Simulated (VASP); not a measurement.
A run of VASP 6.6.1 is set up as follows.

POSCAR

```
Au
1.0
    0.0000000000      2.0079473128      2.0079473128
    2.0079473128      0.0000000000      2.0079473128
    2.0079473128      2.0079473128      0.0000000000
Au
1
Direct
    0.0000000000      0.0000000000      0.0000000000
```

File INCAR.step1:

```
SYSTEM = Au
ALGO     = Normal         ! electronic algorithm
EDIFF    = 1E-4           ! SCF threshold, eV
ENCUT    = 600            ! plane-wave cutoff, eV
GGA      = PE             ! functional
ISMEAR   = 0              ! smearing method
LASPH    = .True.         ! aspherical terms in the spheres
LCHARG   = .False.        ! write CHGCAR
LREAL    = .False.        ! projectors in reciprocal space
LWAVE    = .True.         ! write WAVECAR
NELM     = 80             ! most SCF steps
PREC     = Accurate       ! precision mode
SIGMA    = 0.1            ! smearing width, eV
```

The input INCAR.step2:

```
SYSTEM = Au
ALGO     = Normal         ! electronic algorithm
EDIFF    = 1E-6           ! SCF threshold, eV
EDIFFG   = -0.008         ! ionic threshold
ENCUT    = 600            ! plane-wave cutoff, eV
IBRION   = 2              ! ionic algorithm
ISIF     = 3              ! what is computed and relaxed
ISMEAR   = 0              ! smearing method
ISTART   = 1            
LASPH    = .True.         ! aspherical terms in the spheres
LCHARG   = .False.        ! write CHGCAR
LMIXTAU  = .True.       
LREAL    = .False.        ! projectors in reciprocal space
LWAVE    = .False.        ! write WAVECAR
METAGGA  = R2SCAN         ! meta-GGA
NELM     = 80             ! most SCF steps
NSW      = 70             ! ionic steps
PREC     = Accurate       ! precision mode
PSTRESS  = 150.0        
SIGMA    = 0.1            ! smearing width, eV
```

Contents of KPOINTS:

```
k-points
0
Gamma
  18 18 18
  0 0 0
```

Potentials or basis: VASP PAW PBE potentials, release 64 (Au).

Launch:

```console
$ cat potpaw_PBE.64/Au/POTCAR > POTCAR
$ cp INCAR.step1 INCAR
$ mpirun -np 1 vasp_std > vasp.out
$ cp INCAR.step2 INCAR
$ mpirun -np 1 vasp_std > vasp.out
```

What does it give for the relaxed volume?

16.28 Å³/atom.

Predict the space group after relaxing (to 0.05 Å).

Fm-3m (No. 225).

Predict the relaxed cell.

a = 2.845 Å, b = 2.845 Å, c = 2.845 Å, α = 60.00°, β = 60.00°, γ = 60.00°.

The path:
| step | energy change (eV) | largest force (eV/Å) | pressure (GPa) | volume (Å³) |
| --- | --- | --- | --- | --- |
| 1 | 0.0000 | 0.0000 | 16.29 | 16.19 |
| 2 | -0.0270 | 0.0000 | 11.87 | 16.50 |
| 3 | -0.0083 | 0.0000 | 15.00 | 16.28 |

Caveat: the cell is relaxed towards a set pressure, so the enthalpy falls and the energy may rise; the PAW data sets were made with another functional, which shifts forces and pressure a little.
